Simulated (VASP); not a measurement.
# TiB2 (P6/mmm) in VASP: further runs, part 2 of 2

VASP 6.6.1. The steps go on from the part before.

**5. Single point, PBE (volume scaled by 0.97, then relaxed in part)**

The input, INCAR:

```
  PREC = Accurate
  ENCUT = 520
  EDIFF = 1E-6
  ISMEAR = 0
  SIGMA = 0.1
  LREAL = F
  LASPH = T
  NELM = 60
  ALGO = Normal
  ISIF = 2
  LWAVE = F
  LCHARG = F
  GGA = PE
  NBANDS = 16
```

The input, KPOINTS:

```
regular mesh
0
Gamma
  15 15 14
```

The input, POSCAR:

```
TiB2
1.0
    3.0056472539      0.0000000000      0.0000000000
   -1.5028236270      2.6029668767      0.0000000000
    0.0000000000      0.0000000000      3.1819900847
Ti B
1 2
Direct
    0.0000000000      0.0000000000      0.0000000000
    0.3333333333      0.6666666667      0.5000000000
    0.6666666667      0.3333333333      0.5000000000
```

Potentials or basis: VASP PAW PBE potentials, release 64 (Ti_sv, B).

Command:

```bash
$ cat potpaw_PBE.64/Ti_sv/POTCAR potpaw_PBE.64/B/POTCAR > POTCAR
$ mpirun -np 1 vasp_std > vasp.out
```

OUTCAR:

```text
PREC = Accurate
   ENCUT = 520
   EDIFF = 1E-6
   ISMEAR = 0
   LREAL = F
   LASPH = T
   NELM = 60
   ISIF = 2
   GGA = PE

 ion  position               nearest neighbor table
   1  0.000  0.000  0.000-   2 2.35   3 2.35   2 2.35   3 2.35   3 2.35   3 2.35   2 2.35   2 2.35
                             3 2.35   3 2.35   2 2.35   2 2.35
   2  0.333  0.667  0.500-   3 1.74   3 1.74   3 1.74   1 2.35   1 2.35   1 2.35   1 2.35   1 2.35
                             1 2.35
   3  0.667  0.333  0.500-   2 1.74   2 1.74   2 1.74   1 2.35   1 2.35   1 2.35   1 2.35   1 2.35
                             1 2.35

  LATTYP: Found a hexagonal cell.
 ALAT       =     3.0056472539
 C/A-ratio  =     1.0586705012

  Lattice vectors:

 A1 = (   3.0056472539,   0.0000000000,   0.0000000000)
 A2 = (  -1.5028236270,   2.6029668767,   0.0000000000)
 A3 = (   0.0000000000,   0.0000000000,   3.1819900847)

Analysis of symmetry for initial positions (statically):
=====================================================================
 Subroutine PRICEL returns:
 Original cell was already a primitive cell.

 Routine SETGRP: Setting up the symmetry group for a
 hexagonal supercell.

 Subroutine GETGRP returns: Found 24 space group operations
 (whereof 24 operations were pure point group operations)
 out of a pool of 24 trial point group operations.

The static configuration has the point symmetry D_6h.

Analysis of symmetry for dynamics (positions and initial velocities):
=====================================================================
 Subroutine PRICEL returns:
 Original cell was already a primitive cell.

 Routine SETGRP: Setting up the symmetry group for a
 hexagonal supercell.

 Subroutine GETGRP returns: Found 24 space group operations
 (whereof 24 operations were pure point group operations)
 out of a pool of 24 trial point group operations.

The dynamic configuration has the point symmetry D_6h.

 Subroutine INISYM returns: Found 24 space group operations
 (whereof 24 operations are pure point group operations),
 and found     1 'primitive' translations
[... 113 lines left out ...]
   EFERMI_NEDOS =   21; number of points for ismear=-14 and -15
   IALGO  =     38    algorithm
   IMIX   =      4    mixing-type and parameters
     AMIX     =   0.40;   BMIX     =  1.00
     AMIX_MAG =   1.60;   BMIX_MAG =  1.00
  volume/ion in A,a.u.               =       8.30        56.00
  Fermi-wavevector in a.u.,A,eV,Ry     =   1.469368  2.776702 29.375545  2.159042
  Thomas-Fermi vector in A             =   2.584754
   LORBIT       =      0    0 simple, 1 ext, 2 COOP (PROOUT), +10 PAW based schemes
   GGA     = PE    functional components
   LHFCALC =     F    Hartree Fock is set to
   AEXX    =    0.0000 exact exchange contribution
   IVDW    =     0    specifies the selected vdW correction
   LEPSILON=     F    determine dielectric tensor
   LRPA    =     F    only Hartree local field effects (RPA)
 non-spin polarized calculation
 Gauss-broadening in eV      SIGMA  =   0.10
  energy-cutoff  :      520.00
  volume of cell :       24.89
 maximum number of plane-waves:       696
 NGX is ok and might be reduce to    24
   NGX = 11   NGY = 11   NGZ = 11

 number of electron      17.9999998 magnetization

 Free energy of the ion-electron system (eV)
  ---------------------------------------------------
  ext. energy  EPLUGINS =         0.00000000
  ---------------------------------------------------
  free energy    TOTEN  =       -24.40975101 eV

  energy without entropy =      -24.40792792  energy(sigma->0) =      -24.40883947

 E-fermi :  10.3616     XC(G=0): -12.9158

 val. band max:       10.3604469993   @ k =   0.2000   0.2000   0.1429
 cond. band min:      10.3767762296   @ k =   0.0667   0.0667   0.2857
 fundamental gap:      0.0163292304
 Fermi energy:        10.3615939432

 k-point     1 :       0.0000    0.0000    0.0000
  band No.  band energies     occupation
      1     -46.5412      2.00000
      2     -22.8964      2.00000
      3     -22.5693      2.00000
      4     -22.5693      2.00000
      5      -3.3331      2.00000
      6       7.6219      2.00000
[... 433 lines left out ...]
      3     -22.8143      2.00000
      4     -22.7690      2.00000
      5       1.3520      2.00000
      6       1.4045      2.00000
[... 8 lines left out ...]
     15      19.3745      0.00000
     16      20.5716      0.00000

 [... further k-points ...]
[... 5 lines left out ...]
  --------------------------------------------------------------------------------------
  -------------------------------------------------------------------------------------
  Total        1.2971171      1.2971171      1.3075033     -0.0000000      0.0000000      0.0000000
  in kB       83.4803566     83.4803566     84.1487939     -0.0000000      0.0000000      0.0000000
  external PRESSURE =      83.7031691 kB  Pullay stress =       0.0000000 kB

 VOLUME and BASIS-vectors are now :
 -----------------------------------------------------------------------------
  energy-cutoff  :      520.00
  volume of cell :       24.89
      direct lattice vectors                 reciprocal lattice vectors
     3.005647254  0.000000000  0.000000000     0.332707040  0.192088499  0.000000000
    -1.502823627  2.602966877  0.000000000     0.000000000  0.384176998  0.000000000
     0.000000000  0.000000000  3.181990085     0.000000000  0.000000000  0.314268735

 POSITION                                       TOTAL-FORCE (eV/Angst)
 -----------------------------------------------------------------------------------
      0.00000      0.00000      0.00000        -0.000000      0.000000      0.000000
     -0.00000      1.73531      1.59100         0.000000      0.000000     -0.000000
      1.50282      0.86766      1.59100        -0.000000      0.000000      0.000000
 -----------------------------------------------------------------------------------
    total drift:                               -0.000000      0.000000      0.000000

  FREE ENERGIE OF THE ION-ELECTRON SYSTEM (eV)
  ---------------------------------------------------
  free  energy   TOTEN  =       -24.4097510085 eV

  energy  without entropy=      -24.4079279227  energy(sigma->0) =      -24.40883947
```

OSZICAR:

```text
N       E                     dE             d eps       ncg     rms          rms(c)
DAV:   1     0.122679819425E+03    0.12268E+03   -0.90587E+03  6912   0.130E+03
DAV:   2    -0.224417019788E+02   -0.14512E+03   -0.14000E+03  7512   0.344E+02
DAV:   3    -0.294159784988E+02   -0.69743E+01   -0.68975E+01  9928   0.731E+01
DAV:   4    -0.295806364365E+02   -0.16466E+00   -0.16458E+00  8456   0.101E+01
DAV:   5    -0.295851300052E+02   -0.44936E-02   -0.44935E-02  9960   0.138E+00    0.174E+01
DAV:   6    -0.244087297031E+02    0.51764E+01   -0.20061E+01  9880   0.490E+01    0.393E+00
DAV:   7    -0.244059577533E+02    0.27719E-02   -0.99943E-01  7464   0.113E+01    0.352E+00
DAV:   8    -0.244103854524E+02   -0.44277E-02   -0.75639E-02 11272   0.226E+00    0.785E-01
DAV:   9    -0.244101225955E+02    0.26286E-03   -0.27337E-02  8544   0.213E+00    0.239E-01
DAV:  10    -0.244097649520E+02    0.35764E-03   -0.27018E-03  9280   0.643E-01    0.713E-02
DAV:  11    -0.244097630020E+02    0.19500E-05   -0.29831E-04  9400   0.183E-01    0.648E-02
DAV:  12    -0.244097511755E+02    0.11827E-04   -0.69707E-05  8728   0.105E-01    0.827E-03
DAV:  13    -0.244097510085E+02    0.16692E-06   -0.34366E-06  8424   0.182E-02
   1 F= -.24409751E+02 E0= -.24408839E+02  d E =-.182309E-02
```

Wall time 40 s (1 thread of AMD EPYC 9R45 (Zen 5), shared host); peak memory 0.17 GiB.

Results:

| Property | Result |
| --- | --- |
| Free energy | -24.4098 eV |
| Pressure | 8.4 GPa |
| Band gap on the k mesh | zero (band 9 reaches 10.73 eV, above the bottom of band 10 at 10.11 eV) |

Caveat: the cell differs from its parent crystal (volume scaled by 0.97, then relaxed in part).

**6. Single point, PBE**

This run uses another cell than the first one, of 8.55 Å³/atom, 1.136 times its volume.

The input, INCAR:

```
SYSTEM = TiB2
ALGO = Normal ; EDIFF = 1E-7
ENCUT = 520 ; GGA = PE
ISIF = 2 ; ISMEAR = 0
LASPH = .TRUE. ; LCHARG = .FALSE.
LREAL = .FALSE. ; LWAVE = .FALSE.
NBANDS = 16 ; NELM = 60
PREC = Accurate ; SIGMA = 0.1
```

The input, KPOINTS:

```
k-points
0
G
  15 15 14
  0 0 0
```

The input, POSCAR:

```
TiB2
1.0
    3.0292000000      0.0000000000      0.0000000000
   -1.5146000000      2.6233641531      0.0000000000
    0.0000000000      0.0000000000      3.2284000000
Ti B
1 2
Direct
    0.0000000000      0.0000000000      0.0000000000
    0.3333333333      0.6666666667      0.5000000000
    0.6666666667      0.3333333333      0.5000000000
```

Potentials or basis: VASP PAW PBE potentials, release 64 (Ti_sv, B).

Command:

```bash
$ cat potpaw_PBE.64/Ti_sv/POTCAR potpaw_PBE.64/B/POTCAR > POTCAR
$ mpirun -np 1 vasp_std > vasp.out
```

OUTCAR:

```text
SYSTEM = TiB2
   EDIFF = 1E-7
   ENCUT = 520
   GGA = PE
   ISIF = 2
   ISMEAR = 0
   LASPH = .TRUE.
   LREAL = .FALSE.
   NELM = 60
   PREC = Accurate

 ion  position               nearest neighbor table
   1  0.000  0.000  0.000-   2 2.38   3 2.38   2 2.38   3 2.38   2 2.38   2 2.38   3 2.38   3 2.38
                             3 2.38   3 2.38   2 2.38   2 2.38
   2  0.333  0.667  0.500-   3 1.75   3 1.75   3 1.75   1 2.38   1 2.38   1 2.38   1 2.38   1 2.38
                             1 2.38
   3  0.667  0.333  0.500-   2 1.75   2 1.75   2 1.75   1 2.38   1 2.38   1 2.38   1 2.38   1 2.38
                             1 2.38

  LATTYP: Found a hexagonal cell.
 ALAT       =     3.0292000000
 C/A-ratio  =     1.0657599366

  Lattice vectors:

 A1 = (   3.0292000000,   0.0000000000,   0.0000000000)
 A2 = (  -1.5146000000,   2.6233641531,   0.0000000000)
 A3 = (   0.0000000000,   0.0000000000,   3.2284000000)

Analysis of symmetry for initial positions (statically):
=====================================================================
 Subroutine PRICEL returns:
 Original cell was already a primitive cell.

 Routine SETGRP: Setting up the symmetry group for a
 hexagonal supercell.

 Subroutine GETGRP returns: Found 24 space group operations
 (whereof 24 operations were pure point group operations)
[... 165 lines left out ...]
  energy without entropy =      -24.42824051  energy(sigma->0) =      -24.42917532

 E-fermi :  10.0277     XC(G=0): -12.7687

 val. band max:        9.9816130849   @ k =   0.0667   0.0667   0.3571
 cond. band min:      10.0278506212   @ k =   0.2000   0.2000   0.1429
 fundamental gap:      0.0462375363
 Fermi energy:        10.0276651432

 k-point     1 :       0.0000    0.0000    0.0000
  band No.  band energies     occupation
      1     -46.9585      2.00000
      2     -23.3121      2.00000
      3     -22.9944      2.00000
      4     -22.9944      2.00000
      5      -3.5093      2.00000
      6       7.3979      2.00000
[... 433 lines left out ...]
      3     -23.2376      2.00000
      4     -23.1765      2.00000
      5       1.0866      2.00000
      6       1.2010      2.00000
[... 8 lines left out ...]
     15      18.7789      0.00000
     16      19.9223      0.00000

 [... further k-points ...]
[... 5 lines left out ...]
  --------------------------------------------------------------------------------------
  -------------------------------------------------------------------------------------
  Total        0.1182923      0.1182923     -0.0435127      0.0000000     -0.0000000     -0.0000000
  in kB        7.3874275      7.3874275     -2.7173925      0.0000000     -0.0000000     -0.0000000
  external PRESSURE =       4.0191542 kB  Pullay stress =       0.0000000 kB

 VOLUME and BASIS-vectors are now :
 -----------------------------------------------------------------------------
  energy-cutoff  :      520.00
  volume of cell :       25.66
      direct lattice vectors                 reciprocal lattice vectors
     3.029200000  0.000000000  0.000000000     0.330120164  0.190594965  0.000000000
    -1.514600000  2.623364153  0.000000000     0.000000000  0.381189931  0.000000000
     0.000000000  0.000000000  3.228400000     0.000000000  0.000000000  0.309750960

 POSITION                                       TOTAL-FORCE (eV/Angst)
 -----------------------------------------------------------------------------------
      0.00000      0.00000      0.00000         0.000000      0.000000      0.000000
     -0.00000      1.74891      1.61420        -0.000000      0.000000      0.000000
      1.51460      0.87445      1.61420         0.000000     -0.000000      0.000000
 -----------------------------------------------------------------------------------
    total drift:                               -0.000000      0.000000      0.000000

  FREE ENERGIE OF THE ION-ELECTRON SYSTEM (eV)
  ---------------------------------------------------
  free  energy   TOTEN  =       -24.4301101374 eV

  energy  without entropy=      -24.4282405075  energy(sigma->0) =      -24.42917532
```

stdout:

```text
POSCAR found type information on POSCAR TiB
 POSCAR found :  2 types and       3 ions
 scaLAPACK will be used
 LDA part: xc-table for (Slater+PW92), standard interpolation
 POSCAR, INCAR and KPOINTS ok, starting setup
 FFT: planning ... GRIDC
 FFT: planning ... GRID_SOFT
 FFT: planning ... GRID
 WAVECAR not read
 entering main loop
```

Run time: 41 s. Hardware: 1 thread of AMD EPYC 9R45 (Zen 5), shared host; peak memory 0.18 GiB.

What came out:

| Quantity | Value |
| --- | --- |
| Free energy | -24.4301 eV |
| Pressure | 0.4 GPa |
| Band gap on the k mesh | zero (band 9 reaches 10.41 eV, above the bottom of band 10 at 9.82 eV) |

Levels at points of the mesh, in eV from the Fermi level:
```tsv
k point	band 7	band 8	band 9	band 10	band 11	band 12
(0.00, 0.00, 0.00)	-2.63	-2.36	-2.14	1.86	1.86	3.62
(0.00, 0.00, 0.50)	-0.58	-0.58	-0.21	-0.21	0.41	0.41
```

**7. Overview**

| cell | gap on the mesh (eV) | pressure (GPa) |
| --- | --- | --- |
| a = 2.921, b = 2.921, c = 3.056 Å, angles 90.0, 90.0, 120.0°, 3 atoms | none | 41.3 |
| a = 2.950, b = 2.950, c = 3.099 Å, angles 90.0, 90.0, 120.0°, 3 atoms | none | 28.6 |
| a = 2.978, b = 2.978, c = 3.141 Å, angles 90.0, 90.0, 120.0°, 3 atoms | none | 17.8 |
| a = 3.006, b = 3.006, c = 3.182 Å, angles 90.0, 90.0, 120.0°, 3 atoms | none | 8.4 |
| a = 3.029, b = 3.029, c = 3.228 Å, angles 90.0, 90.0, 120.0°, 3 atoms | none | 0.4 |

Alike in all rows: task single point; level PBE; potentials or basis VASP PAW PBE potentials, release 64 (Ti_sv, B); no spin polarisation; k mesh 15 × 15 × 14; cutoff (eV) 520; smearing gaussian 0.1 eV.

Absolute energies hang on the potentials; compare differences alone.
